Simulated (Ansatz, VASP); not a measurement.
**Hg3IrN2: VASP beside Ansatz**

```
Hg Ir N
1.0
     3.27894   -6.67318    0.00000
     3.27894    6.67318    0.00000
     0.00000    0.00000    3.06336
Hg Ir N
3 1 2
Direct
  0.24012 0.75988 0.00000
  0.75988 0.24012 0.00000
  0.50000 0.50000 0.00000
  0.00000 0.00000 0.50000
  0.18436 0.18436 0.00000
  0.81564 0.81564 0.00000
```

Alike in both runs: task single point; functional PBE; k mesh 6 × 6 × 10; occupations gaussian, width 0.1 eV; no spin polarisation.

```csv
,VASP,Ansatz
version,VASP 6.6.1,Ansatz 0.2.0
potentials or method,"VASP PAW PBE potentials, release 64 (Hg, Ir, N), cutoff 520 eV","scalar-relativistic, plane waves, PAW"
valence electrons in the cell,55,87
```

```csv
,VASP,Ansatz,Ansatz less VASP
gap on the k mesh at the Fermi level (eV),none,none,-
pressure (GPa),0.8,0.0,-0.85
"traceless stress, the component that is largest in VASP (GPa)",-0.84,0.02,+0.860
```

A gap of «none» marks a metal or a gap that the smearing closes. VASP's potentials hold 55 valence electrons a cell and Ansatz's 87, so a difference there can come from the potentials and not from the codes.

Spin-orbit coupling is off throughout.
